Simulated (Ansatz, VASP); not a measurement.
## One calculation of InSb3, two programs

File INCAR:

```
PREC = Accurate
ENCUT = 520
EDIFF = 1E-6
ISMEAR = 0
SIGMA = 0.15
LREAL = F
LASPH = T
NELM = 100
ALGO = Normal
ISIF = 2
LWAVE = F
LCHARG = T
GGA = PS
LELF = T
LVHAR = T
NBANDS = 22
```

Contents of KPOINTS:

```
Automatic mesh
0
Gamma
  10 10 10
```

File POSCAR:

```
InSb3
1.0
    4.5500053276      0.0000000000      0.0000000000
    0.0000000000      4.5500053276      0.0000000000
    0.0000000000      0.0000000000      4.8343806605
In Sb
1 3
Direct
    0.0000000000      0.0000000000      0.0000000000
    0.5000000000      0.0000000000      0.5000000000
    0.0000000000      0.5000000000      0.5000000000
    0.5000000000      0.5000000000      0.0000000000
```

Input for Ansatz:

```yaml
crystal:
  lattice:
    - [4.5500053276, 0.0, 0.0]
    - [0.0, 4.5500053276, 0.0]
    - [0.0, 0.0, 4.8343806605]
  atoms:
    - { symbol: In, position: [0.0, 0.0, 0.0] }
    - { symbol: Sb, position: [0.5, 0.0, 0.5] }
    - { symbol: Sb, position: [0.0, 0.5, 0.5] }
    - { symbol: Sb, position: [0.5, 0.5, 0.0] }
basis:
  ecutwfc: 420
kpoints:
  mp_grid: { grid: [10, 10, 10] }
hamiltonian:
  xc: pbesol
  pseudopotentials: { kind: paw, azcp: { folder: soft_1 } }
scf:
  occupations: { method: gaussian, width: 0.15 }
output:
  forces: true
  stress: true
  eigenvalues: true
```

Alike in both runs: task single point; functional PBEsol; k mesh 10 × 10 × 10; occupations gaussian, width 0.15 eV; no spin polarisation.

|  | VASP | Ansatz |
| --- | --- | --- |
| version | VASP 6.6.1 | Ansatz 0.2.0 |
| potentials or method | VASP PAW PBE potentials, release 64 (In_d, Sb), cutoff 520 eV | scalar-relativistic, plane waves, PAW |
| valence electrons in the cell | 28 | 58 |

|  | VASP | Ansatz | Ansatz less VASP |
| --- | --- | --- | --- |
| gap on the k mesh at the Fermi level (eV) | none | none | - |
| pressure (GPa) | 3.8 | 3.7 | -0.04 |
| traceless stress, the component that is largest in VASP (GPa) | -0.15 | -0.14 | +0.009 |

VASP's potentials were made for PBE, not for PBEsol, and Ansatz warns of the same on its side. A gap of «none» marks a metal or a gap that the smearing closes. VASP's potentials hold 28 valence electrons a cell and Ansatz's 58, so a difference there can come from the potentials and not from the codes.

Neither program's run includes spin-orbit coupling.
